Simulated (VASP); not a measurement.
A run of VASP 6.6.1:

The input POSCAR:

```
NaF
1.0
    0.0000000000      2.2771827257      2.2771827257
    2.2771827257      0.0000000000      2.2771827257
    2.2771827257      2.2771827257      0.0000000000
Na F
1 1
Direct
    0.0000000000      0.0000000000      0.0000000000
    0.5000000000      0.5000000000      0.5000000000
```

The input INCAR.step1:

```
ALGO = Normal
EDIFF = 1E-5
ENCUT = 520
GGA = PE
ISIF = 2
ISMEAR = 0
LASPH = True
LREAL = False
LWAVE = True
NBANDS = 14
NELM = 60
PREC = Accurate
SIGMA = 0.01
```

File INCAR.step2:

```
ALGO = Normal
EDIFF = 1E-6
ENCUT = 520
GGA = PE
HFSCREEN = 0.2079
ISIF = 2
ISMEAR = 0
ISTART = 1
LASPH = True
LCHARG = True
LELF = True
LHFCALC = True
LREAL = False
LVHAR = True
LWAVE = False
NBANDS = 14
NELM = 60
PREC = Accurate
PRECFOCK = Normal
SIGMA = 0.01
```

The input KPOINTS:

```
k-points
0
Gamma
  6 6 6
```

Potentials or basis: VASP PAW PBE potentials, release 64 (Na_pv, F).

Launch:

```console
$ cat potpaw_PBE.64/Na_pv/POTCAR potpaw_PBE.64/F/POTCAR > POTCAR
$ cp INCAR.step1 INCAR
$ mpirun -np 1 vasp_std > vasp.out
$ cp INCAR.step2 INCAR
$ mpirun -np 1 vasp_std > vasp.out
```

Hardware: 1 thread of Intel(R) Xeon(R) Platinum 8259CL CPU @ 2.50GHz (Skylake/Cascade Lake), on a shared host.

Estimate the wall time of this run.

Run time: 9.9 min on 1 thread of Intel(R) Xeon(R) Platinum 8259CL CPU @ 2.50GHz (Skylake/Cascade Lake), on a shared host, peak memory 0.24 GiB. Counts: k points 16.
